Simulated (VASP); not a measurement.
# Si3WC2 (P6/mmm) in VASP: notebook

The runs below take Si3WC2 through single point, relaxation of cell and atoms, with PBE.

Program: VASP 6.6.1. These are calculated values, not measurements. Logs are shortened: lines on timing, memory, paths and dates and some standing lists are left out, and cuts for length are marked.

### Step 1. The cell of the first run

Symmetry: P6/mmm, No. 191, hexagonal system. Conventional cell: a = 5.297 Å, b = 5.297 Å, c = 2.702 Å, α = 90.00°, β = 90.00°, γ = 120.00°. Si (site symmetry mmm) has 4 C at 2.04 Å and 6 Si at 2.65 to 2.70 Å within 2.8 Å. W (site symmetry 6/mmm) has 2 W at 2.70 Å and 12 Si at 2.97 Å and 6 C at 3.06 Å within 3.6 Å. C (site symmetry -6m2) has 6 Si at 2.04 Å and 2 C at 2.70 Å within 2.8 Å.

The cell was generated, and may not be a known phase.

### Step 2. Single point, PBE

INCAR

```
ALGO = Normal ; EDIFF = 1E-6
ENCUT = 520 ; GGA = PE
ISIF = 2 ; ISMEAR = 0
LASPH = True ; LCHARG = False
LREAL = False ; LWAVE = False
NBANDS = 26 ; NELM = 60
PREC = Accurate ; SIGMA = 0.1
```

KPOINTS

```
k-points
0
Gamma
  6 6 6
```

POSCAR

```
Si3WC2
1.0
    5.2973867479      0.0000000000      0.0000000000
   -2.6486933739      4.5876714973      0.0000000000
    0.0000000000      0.0000000000      2.7016894679
Si W C
3 1 2
Direct
    0.0000000000      0.5000000000      0.5000000000
    0.5000000000      0.0000000000      0.5000000000
    0.5000000000      0.5000000000      0.5000000000
    0.0000000000      0.0000000000      0.0000000000
    0.6666666667      0.3333333333      0.0000000000
    0.3333333333      0.6666666667      0.0000000000
```

Potentials or basis: VASP PAW PBE potentials, release 64 (Si, W_sv, C).

Started as:

```console
> cat potpaw_PBE.64/Si/POTCAR potpaw_PBE.64/W_sv/POTCAR potpaw_PBE.64/C/POTCAR > POTCAR
> mpirun -np 1 vasp_std > vasp.out
```

OUTCAR:

```text
EDIFF = 1E-6
   ENCUT = 520
   GGA = PE
   ISIF = 2
   ISMEAR = 0
   LASPH = True
   LREAL = False
   NELM = 60
   PREC = Accurate

 ion  position               nearest neighbor table
   1  0.000  0.500  0.500-   5 2.04   6 2.04   5 2.04   6 2.04   2 2.65   2 2.65   3 2.65   3 2.65
                             4 2.97   4 2.97   4 2.97   4 2.97
   2  0.500  0.000  0.500-   5 2.04   6 2.04   5 2.04   6 2.04   3 2.65   3 2.65   1 2.65   1 2.65
                             4 2.97   4 2.97   4 2.97   4 2.97
   3  0.500  0.500  0.500-   5 2.04   6 2.04   5 2.04   6 2.04   2 2.65   2 2.65   1 2.65   1 2.65
                             4 2.97   4 2.97   4 2.97   4 2.97
   4  0.000  0.000  0.000-   1 2.97   1 2.97   1 2.97   1 2.97   3 2.97   3 2.97   3 2.97   3 2.97
                             2 2.97   2 2.97   2 2.97   2 2.97
   5  0.667  0.333  0.000-   2 2.04   2 2.04   1 2.04   1 2.04   3 2.04   3 2.04
   6  0.333  0.667  0.000-   2 2.04   2 2.04   1 2.04   1 2.04   3 2.04   3 2.04

  LATTYP: Found a hexagonal cell.
 ALAT       =     5.2973867479
 C/A-ratio  =     0.5100041957

  Lattice vectors:

 A1 = (   5.2973867479,   0.0000000000,   0.0000000000)
 A2 = (  -2.6486933739,   4.5876714973,   0.0000000000)
 A3 = (   0.0000000000,   0.0000000000,   2.7016894679)

Analysis of symmetry for initial positions (statically):
=====================================================================
 Subroutine PRICEL returns:
 Original cell was already a primitive cell.

 Routine SETGRP: Setting up the symmetry group for a
 hexagonal supercell.

 Subroutine GETGRP returns: Found 24 space group operations
 (whereof 24 operations were pure point group operations)
 out of a pool of 24 trial point group operations.

The static configuration has the point symmetry D_6h.

Analysis of symmetry for dynamics (positions and initial velocities):
=====================================================================
 Subroutine PRICEL returns:
 Original cell was already a primitive cell.

 Routine SETGRP: Setting up the symmetry group for a
 hexagonal supercell.

 Subroutine GETGRP returns: Found 24 space group operations
 (whereof 24 operations were pure point group operations)
 out of a pool of 24 trial point group operations.

The dynamic configuration has the point symmetry D_6h.

 Subroutine INISYM returns: Found 24 space group operations
 (whereof 24 operations are pure point group operations),
[... 104 lines left out ...]
   EDIFF  = 0.1E-05   stopping-criterion for ELM
   LREAL  =      F    real-space projection
   EDIFFG = 0.1E-04   stopping-criterion for IOM
   NSW    =      0    number of steps for IOM
   IBRION =     -1    ionic relax: 0-MD 1-quasi-New 2-CG
   NFREE  =      0    steps in history (QN), initial steepest desc. (CG)
   ISIF   =      2    stress and relaxation
   ISYM   =      2    0-nonsym 1-usesym 2-fastsym
   POTIM  = 0.5000    time-step for ionic-motion
   TEBEG  =    0.0;   TEEND  =   0.0 temperature during run
   PSTRESS=    0.0 pullay stress
   NELECT =      34.0000    total number of electrons
   NUPDOWN=      -1.0000    fix difference up-down
   EMIN   =  10.00;   EMAX   =-10.00  energy-range for DOS
   EFERMI =   0.00;   METHOD = LEGACY
   ISMEAR =     0;   SIGMA  =   0.10  broadening in eV -4-tet -1-fermi 0-gaus
   EFERMI_NEDOS =   21; number of points for ismear=-14 and -15
   IALGO  =     38    algorithm
   IMIX   =      4    mixing-type and parameters
     AMIX     =   0.40;   BMIX     =  1.00
     AMIX_MAG =   1.60;   BMIX_MAG =  1.00
  volume/ion in A,a.u.               =      10.94        73.85
  Fermi-wavevector in a.u.,A,eV,Ry     =   1.314633  2.484297 23.514418  1.728261
  Thomas-Fermi vector in A             =   2.444873
   LORBIT       =      0    0 simple, 1 ext, 2 COOP (PROOUT), +10 PAW based schemes
   GGA     = PE    functional components
   LHFCALC =     F    Hartree Fock is set to
   AEXX    =    0.0000 exact exchange contribution
   IVDW    =     0    specifies the selected vdW correction
   LEPSILON=     F    determine dielectric tensor
   LRPA    =     F    only Hartree local field effects (RPA)
 non-spin polarized calculation
 Gauss-broadening in eV      SIGMA  =   0.10
  energy-cutoff  :      520.00
  volume of cell :       65.66
 maximum number of plane-waves:      1794
 NGX is ok and might be reduce to    40
   NGX = 19   NGY = 19   NGZ = 11

 number of electron      33.9999999 magnetization

 Free energy of the ion-electron system (eV)
  ---------------------------------------------------
  ext. energy  EPLUGINS =         0.00000000
  ---------------------------------------------------
  free energy    TOTEN  =       -40.91896588 eV

  energy without entropy =      -40.90160826  energy(sigma->0) =      -40.91028707

 E-fermi :  11.2732     XC(G=0): -12.4431

 val. band max:       11.2130189206   @ k =   0.3333   0.3333   0.5000
 cond. band min:      11.3036563680   @ k =   0.3333   0.0000   0.1667
 fundamental gap:      0.0906374474
 Fermi energy:        11.2731997886

 k-point     1 :       0.0000    0.0000    0.0000
  band No.  band energies     occupation
      1     -62.9152      2.00000
      2     -27.1816      2.00000
      3     -27.1816      2.00000
      4     -26.4956      2.00000
      5      -5.9176      2.00000
      6      -2.5515      2.00000
[... 685 lines left out ...]
     25      16.6602      0.00000
     26      16.8441      0.00000

 [... further k-points ...]

------------------------ aborting loop because EDIFF is reached ----------------------------------------

  FORCE on cell =-STRESS in cart. coord.  units (eV):
  Direction    XX          YY          ZZ          XY          YZ          ZX
  --------------------------------------------------------------------------------------
  -------------------------------------------------------------------------------------
  Total        0.0272756      0.0272756      0.0795456      0.0000000      0.0000000     -0.0000000
  in kB        0.6655721      0.6655721      1.9410515      0.0000000      0.0000000     -0.0000000
  external PRESSURE =       1.0907319 kB  Pullay stress =       0.0000000 kB

 VOLUME and BASIS-vectors are now :
 -----------------------------------------------------------------------------
  energy-cutoff  :      520.00
  volume of cell :       65.66
      direct lattice vectors                 reciprocal lattice vectors
     5.297386748  0.000000000  0.000000000     0.188772323  0.108987751  0.000000000
    -2.648693374  4.587671497  0.000000000     0.000000000  0.217975503  0.000000000
     0.000000000  0.000000000  2.701689468     0.000000000  0.000000000  0.370138764

 POSITION                                       TOTAL-FORCE (eV/Angst)
 -----------------------------------------------------------------------------------
     -1.32435      2.29384      1.35084         0.000000     -0.000000      0.000000
      2.64869      0.00000      1.35084         0.000000     -0.000000      0.000000
      1.32435      2.29384      1.35084         0.000000     -0.000000      0.000000
      0.00000      0.00000      0.00000         0.000000     -0.000000      0.000000
      2.64869      1.52922      0.00000        -0.000000      0.000000      0.000000
     -0.00000      3.05845      0.00000         0.000000     -0.000000      0.000000
 -----------------------------------------------------------------------------------
    total drift:                                0.000000     -0.000000      0.000000

  FREE ENERGIE OF THE ION-ELECTRON SYSTEM (eV)
  ---------------------------------------------------
  free  energy   TOTEN  =       -40.9189658793 eV

  energy  without entropy=      -40.9016082606  energy(sigma->0) =      -40.91028707
```

OSZICAR:

```text
N       E                     dE             d eps       ncg     rms          rms(c)
DAV:   1     0.200949345508E+03    0.20095E+03   -0.15858E+04  1456   0.129E+03
DAV:   2    -0.342364092179E+02   -0.23519E+03   -0.22360E+03  1712   0.323E+02
DAV:   3    -0.460841356566E+02   -0.11848E+02   -0.11575E+02  1908   0.650E+01
DAV:   4    -0.462942567051E+02   -0.21012E+00   -0.20931E+00  1726   0.889E+00
DAV:   5    -0.462975388417E+02   -0.32821E-02   -0.32792E-02  1860   0.114E+00    0.194E+01
DAV:   6    -0.427457443671E+02    0.35518E+01   -0.30056E+01  1798   0.288E+01    0.946E+00
DAV:   7    -0.411245189559E+02    0.16212E+01   -0.12843E+01  1690   0.182E+01    0.621E+00
DAV:   8    -0.409356161678E+02    0.18890E+00   -0.80762E-01  1644   0.488E+00    0.264E+00
DAV:   9    -0.409223767615E+02    0.13239E-01   -0.10290E-01  1772   0.179E+00    0.654E-01
DAV:  10    -0.409190740557E+02    0.33027E-02   -0.10227E-02  1712   0.650E-01    0.247E-01
DAV:  11    -0.409190487183E+02    0.25337E-04   -0.15505E-03  1736   0.233E-01    0.737E-02
DAV:  12    -0.409189654088E+02    0.83309E-04   -0.22579E-04  1780   0.894E-02    0.222E-02
DAV:  13    -0.409189663860E+02   -0.97722E-06   -0.31182E-05  1642   0.294E-02    0.669E-03
DAV:  14    -0.409189658793E+02    0.50674E-06   -0.15969E-06  1178   0.780E-03
   1 F= -.40918966E+02 E0= -.40910287E+02  d E =-.173576E-01
```

stdout:

```text
POSCAR found type information on POSCAR SiW C
 POSCAR found :  3 types and       6 ions
 scaLAPACK will be used
 LDA part: xc-table for (Slater+PW92), standard interpolation
 POSCAR, INCAR and KPOINTS ok, starting setup
 FFT: planning ... GRIDC
 FFT: planning ... GRID_SOFT
 FFT: planning ... GRID
 WAVECAR not read
 entering main loop
```

Wall time 72 s (1 thread of Intel Xeon 8259CL, shared host); peak memory 0.21 GiB.

Results:

```
Free energy            : -40.9190 eV
Pressure               : 0.1 GPa
Band gap on the k mesh : zero (bands 17 and 18 overlap by 2.21 eV)
```

Caveat: the k points lie up to 0.39 Å⁻¹ apart, too coarse for converged energies and pressures of a metal; spin-orbit coupling is left out, which moves the levels of the heavy elements.

### Step 3. Single point, PBE

This run uses another cell than the first one, of 14.27 Å³/atom.

INCAR

```
ALGO     = Normal         # electronic algorithm
EDIFF    = 1E-7           # SCF threshold, eV
ENCUT    = 520            # plane-wave cutoff, eV
GGA      = PE             # functional
ISIF     = 2              # what is computed and relaxed
ISMEAR   = 0              # smearing method
LASPH    = True           # aspherical terms in the spheres
LCHARG   = False          # write CHGCAR
LREAL    = False          # projectors in reciprocal space
LWAVE    = False          # write WAVECAR
NBANDS   = 26             # bands
NELM     = 60             # most SCF steps
PREC     = Accurate       # precision mode
SIGMA    = 0.1            # smearing width, eV
```

KPOINTS is that of step 2.

POSCAR

```
Si3WC2
1.0
    5.6553895600      0.0000000000      0.0000000000
   -2.8276947800      4.8977110300      0.0000000000
    0.0000000000      0.0000000000      3.0902599000
Si W C
3 1 2
Direct
    0.0000000000      0.5000000000      0.5000000000
    0.5000000000      0.0000000000      0.5000000000
    0.5000000000      0.5000000000      0.5000000000
    0.0000000000      0.0000000000      0.0000000000
    0.6666666700      0.3333333300      0.0000000000
    0.3333333300      0.6666666700      0.0000000000
```

Potentials or basis: VASP PAW PBE potentials, release 64 (Si, W_sv, C).

Started as:

```console
> cat potpaw_PBE.64/Si/POTCAR potpaw_PBE.64/W_sv/POTCAR potpaw_PBE.64/C/POTCAR > POTCAR
> mpirun -np 1 vasp_std > vasp.out
```

OUTCAR:

```text
EDIFF = 1E-7
   ENCUT = 520
   GGA = PE
   ISIF = 2
   ISMEAR = 0
   LASPH = True
   LREAL = False
   NELM = 60
   PREC = Accurate

 ion  position               nearest neighbor table
   1  0.000  0.500  0.500-   5 2.25   6 2.25   5 2.25   6 2.25   3 2.83   3 2.83   2 2.83   2 2.83
                             4 3.22   4 3.22   4 3.22   4 3.22
   2  0.500  0.000  0.500-   5 2.25   6 2.25   5 2.25   6 2.25   1 2.83   3 2.83   3 2.83   1 2.83
[... 910 lines left out ...]
  -------------------------------------------------------------------------------------
  Total      -10.9332325    -10.9332325    -23.1110217      0.0000000      0.0000000     -0.0000000
  in kB     -204.6484575   -204.6484577   -432.5925518      0.0000000      0.0000000     -0.0000000
  external PRESSURE =    -280.6298223 kB  Pullay stress =       0.0000000 kB

 VOLUME and BASIS-vectors are now :
 -----------------------------------------------------------------------------
  energy-cutoff  :      520.00
  volume of cell :       85.60
      direct lattice vectors                 reciprocal lattice vectors
     5.655389560  0.000000000  0.000000000     0.176822479  0.102088506  0.000000000
    -2.827694780  4.897711030  0.000000000     0.000000000  0.204177011  0.000000000
     0.000000000  0.000000000  3.090259900     0.000000000  0.000000000  0.323597378

 POSITION                                       TOTAL-FORCE (eV/Angst)
 -----------------------------------------------------------------------------------
     -1.41385      2.44886      1.54513         0.000000      0.000000      0.000000
      2.82769      0.00000      1.54513         0.000000      0.000000      0.000000
      1.41385      2.44886      1.54513         0.000000      0.000000      0.000000
      0.00000      0.00000      0.00000         0.000000      0.000000      0.000000
      2.82769      1.63257      0.00000        -0.000000     -0.000000      0.000000
     -0.00000      3.26514      0.00000        -0.000000      0.000000      0.000000
 -----------------------------------------------------------------------------------
    total drift:                               -0.000000     -0.000000      0.000000

  FREE ENERGIE OF THE ION-ELECTRON SYSTEM (eV)
  ---------------------------------------------------
  free  energy   TOTEN  =       -38.3374348575 eV

  energy  without entropy=      -38.3023461399  energy(sigma->0) =      -38.31989050
```

Wall time 1.8 min (1 thread of Intel Xeon 8259CL, shared host); peak memory 0.23 GiB.

Results:

```yaml
Free_energy: -38.3374 eV
Pressure: -28.1 GPa
Band_gap_on_the_k_mesh: zero (bands 17 and 18 overlap by 1.74 eV)
```

Stress tensor (GPa, compression positive):
```
-20.46   0.00   0.00
  0.00 -20.46   0.00
  0.00   0.00 -43.26
```

Levels at points of the mesh, in eV from the Fermi level:
| k point | band 14 | band 15 | band 16 | band 17 | band 18 | band 19 | band 20 | band 21 |
| --- | --- | --- | --- | --- | --- | --- | --- | --- |
| (0.00, 0.00, 0.00) | -1.19 | 0.19 | 0.19 | 0.90 | 0.90 | 0.98 | 0.99 | 0.99 |
| (0.50, 0.00, 0.00) | -1.81 | -0.99 | -0.51 | -0.13 | -0.07 | 0.90 | 1.23 | 1.68 |
| (0.00, 0.00, 0.50) | -3.83 | -2.04 | -2.04 | -0.38 | 0.06 | 0.72 | 0.72 | 2.15 |
| (0.50, 0.00, 0.50) | -2.23 | -2.00 | -1.07 | -0.51 | 0.74 | 0.76 | 0.83 | 0.85 |

Caveat: the stress differs along the axes, from -43 to -20 GPa; spin-orbit coupling is left out, which moves the levels of the heavy elements.

### Step 4. Single point, PBE

This run uses another cell than the first one, of 10.99 Å³/atom.

INCAR

```
SYSTEM = Si3WC2
PREC     = Accurate       ! precision mode
ENCUT    = 520            ! plane-wave cutoff, eV
EDIFF    = 1E-6           ! SCF threshold, eV
ISMEAR   = 0              ! smearing method
SIGMA    = 0.1            ! smearing width, eV
LREAL    = .FALSE.        ! projectors in reciprocal space
LASPH    = .TRUE.         ! aspherical terms in the spheres
NELM     = 100            ! most SCF steps
ALGO     = Normal         ! electronic algorithm
ISIF     = 2              ! what is computed and relaxed
LWAVE    = .FALSE.        ! write WAVECAR
LCHARG   = .FALSE.        ! write CHGCAR
GGA      = PE             ! functional
NBANDS   = 26             ! bands
```

KPOINTS

```
Automatic mesh
0
G
  12 12 14
  0 0 0
```

POSCAR

```
Si3WC2
1.0
    5.3186298764      0.0000000000      0.0000000000
   -2.6593149382      4.6060685863      0.0000000000
    0.0000000000      0.0000000000      2.6911682447
Si W C
3 1 2
Direct
    0.0000000000      0.5000000000      0.5000000000
    0.5000000000      0.0000000000      0.5000000000
    0.5000000000      0.5000000000      0.5000000000
    0.0000000000      0.0000000000      0.0000000000
    0.6666666667      0.3333333333      0.0000000000
    0.3333333333      0.6666666667      0.0000000000
```

Started as:

```console
> cat potpaw_PBE.64/Si/POTCAR potpaw_PBE.64/W_sv/POTCAR potpaw_PBE.64/C/POTCAR > POTCAR
> mpirun -np 1 vasp_std > vasp.out
```

Run time: 5.4 min. Hardware: 1 thread of Intel Xeon 8259CL, shared host; peak memory 0.36 GiB.

The run converged. Its results:

- Free energy: -40.9186 eV
- Pressure: 0.1 GPa
- Band gap on the k mesh: zero (bands 17 and 18 overlap by 2.16 eV)

Stress tensor (GPa, compression positive):
```
0.10 0.00 0.00
0.00 0.10 0.00
0.00 0.00 0.19
```

Levels at points of the mesh, in eV from the Fermi level:
```csv
k point,band 15,band 16,band 17,band 18,band 19,band 20
"(0.00, 0.00, 0.00)",0.08,0.08,0.58,0.58,2.24,2.24
"(0.50, 0.00, 0.00)",-1.33,-0.62,-0.47,0.22,2.16,2.51
"(0.00, 0.00, 0.50)",-3.04,-3.04,0.07,0.18,1.17,1.17
"(0.50, 0.00, 0.50)",-2.87,-0.60,-0.58,0.80,0.89,1.24
```

Caveat: spin-orbit coupling is left out, which moves the levels of the heavy elements.

### Step 5. Relaxation of cell and atoms, PBE

This run uses another cell than the first one, of 14.27 Å³/atom.

INCAR

```
SYSTEM = Si3WC2
PREC = Accurate ; ENCUT = 600
EDIFF = 1E-6 ; ISMEAR = 0
SIGMA = 0.1 ; LREAL = .False.
LASPH = .True. ; NELM = 80
ALGO = Normal ; ISIF = 3
LWAVE = .False. ; LCHARG = .False.
GGA = PE ; IBRION = 2
NSW = 90 ; EDIFFG = -0.04
```

KPOINTS

```
Automatic mesh
0
Gamma
  6 6 6
  0 0 0
```

POSCAR

```
Si3WC2
1.0
    5.6553895600      0.0000000000      0.0000000000
   -2.8276947800      4.8977110300      0.0000000000
    0.0000000000      0.0000000000      3.0902599000
Si W C
3 1 2
Direct
    0.0000000000      0.5000000000      0.5000000000
    0.5000000000      0.0000000000      0.5000000000
    0.5000000000      0.5000000000      0.5000000000
    0.0000000000      0.0000000000      0.0000000000
    0.6666666700      0.3333333300      0.0000000000
    0.3333333300      0.6666666700      0.0000000000
```

Started as:

```console
> cat potpaw_PBE.64/Si/POTCAR potpaw_PBE.64/W_sv/POTCAR potpaw_PBE.64/C/POTCAR > POTCAR
> mpirun -np 1 vasp_std > vasp.out
```

Wall time 7.6 min (1 thread of Intel Xeon 8259CL, shared host); peak memory 0.29 GiB.

Results (log left out):

- Free energy: -40.9335 eV
- Relaxed volume: 10.94 Å³/atom
- Relaxed cell: a = 5.296 Å, b = 5.296 Å, c = 2.701 Å, α = 90.00°, β = 90.00°, γ = 120.00°
- Space group after relaxing (to 0.1 Å): P6/mmm (No. 191)
- Energy gained by relaxing: 432.5 meV/atom
- Ionic steps: 6
- Pressure after relaxing: 0.1 GPa
- Band gap on the k mesh: zero (bands 17 and 18 overlap by 2.21 eV)

Stress tensor (GPa, compression positive):
```
0.08 0.00 0.00
0.00 0.08 0.00
0.00 0.00 0.17
```

Step by step:
```tsv
step	energy change (eV)	largest force (eV/Å)	pressure (GPa)	volume (Å³)
1	0.0000	0.0000	-28.10	85.60
2	-1.6500	0.0000	34.18	57.94
3	-2.5919	0.0000	-1.40	66.21
4	-2.5929	0.0000	-0.34	65.85
5	-2.5949	0.0000	0.31	65.53
6	-2.5952	0.0000	0.11	65.63
```

Final structure:
```yaml
crystal:
  lattice:
    - [5.29633, 0.00000, 0.00000]
    - [-2.64817, 4.58676, 0.00000]
    - [0.00000, 0.00000, 2.70143]
  atoms:
    - { symbol: Si, position: [0.00000, 0.50000, 0.50000] }
    - { symbol: Si, position: [0.50000, 0.00000, 0.50000] }
    - { symbol: Si, position: [0.50000, 0.50000, 0.50000] }
    - { symbol: W, position: [0.00000, 0.00000, 0.00000] }
    - { symbol: C, position: [0.66667, 0.33333, 0.00000] }
    - { symbol: C, position: [0.33333, 0.66667, 0.00000] }
```

Levels at points of the mesh, in eV from the Fermi level:
```tsv
k point	band 13	band 14	band 15	band 16	band 17	band 18	band 19	band 20	band 21
(0.00, 0.00, 0.00)	-1.89	-0.85	0.19	0.19	0.74	0.74	2.24	2.24	4.03
(0.50, 0.00, 0.00)	-1.88	-1.58	-1.35	-0.48	-0.33	0.34	2.15	2.53	4.60
(0.00, 0.00, 0.50)	-3.67	-3.67	-2.96	-2.96	0.14	0.28	1.25	1.25	2.86
(0.50, 0.00, 0.50)	-3.31	-3.23	-2.80	-0.51	-0.47	0.86	0.99	1.34	1.63
```

Caveat: the volume moved by over 15 % at a fixed basis, so the end points are rough; spin-orbit coupling is left out, which moves the levels of the heavy elements.

[end of part 1 of 2]

The gap in the log of VASP goes by the Fermi energy; the results here count the filled bands.